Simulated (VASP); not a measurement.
Wanted: the native input for a VASP 6.6.1 run.

```yaml
Task: relaxation of cell and atoms
Functional: LDA
Potentials_or_basis: VASP PAW LDA potentials, release 64 (Cd, Te)
Cutoff: 500 eV
k_mesh: 10 × 10 × 10
Occupations: gaussian, width 0.02 eV
Spin: no spin polarisation
Target_pressure: 1.2 GPa
Dipole_correction: no
Further_INCAR_settings: ALGO = Normal; EDIFF = 1e-07; IBRION = 2; EDIFFG = -0.004; NSW = 70; ISIF = 3
```

The structure of CdTe lies in POSCAR:

```
CdTe
1.0
    0.0000000000      3.1626696605      3.1626696605
    3.1626696605      0.0000000000      3.1626696605
    3.1626696605      3.1626696605      0.0000000000
Cd Te
1 1
Direct
    0.0000000000      0.0000000000      0.0000000000
    0.2500000000      0.2500000000      0.2500000000
```

One way to write it, as run:

INCAR

```
PREC = Accurate
ENCUT = 500
EDIFF = 1E-7
ISMEAR = 0
SIGMA = 0.02
LREAL = F
LASPH = T
NELM = 120
ALGO = Normal
ISIF = 3
LWAVE = F
LCHARG = F
GGA = CA
IBRION = 2
NSW = 70
EDIFFG = -0.004
PSTRESS = 12.0
GGA_COMPAT = F
NELMIN = 4
```

KPOINTS

```
Automatic mesh
0
Gamma
  10 10 10
```

Potentials or basis: VASP PAW LDA potentials, release 64 (Cd, Te).

The run is started by

```sh
$ cat potpaw_LDA.64/Cd/POTCAR potpaw_LDA.64/Te/POTCAR > POTCAR
$ mpirun -np 1 vasp_std > vasp.out
```

Results of the run:

```
Relaxed volume                                             : 32.29 Å³/atom
Relaxed cell                                               : a = 4.503 Å, b = 4.503 Å, c = 4.503 Å, α = 60.00°, β = 60.00°, γ = 60.00°
Space group after relaxing (to 0.1 Å)                      : F-43m (No. 216)
Energy change on relaxing (the run minimises the enthalpy) : -7.1 meV/atom
Ionic steps                                                : 3
Pressure after relaxing                                    : 1.2 GPa
Band gap on the k mesh                                     : 0.71 eV
```

Caveat: the cell is relaxed towards a set pressure, so the run minimises the enthalpy, not the energy; spin-orbit coupling is left out, which moves the levels of the heavy elements.

It took 3.1 min on 1 thread of AMD EPYC 7R13 (shared host), peak memory 0.17 GiB.
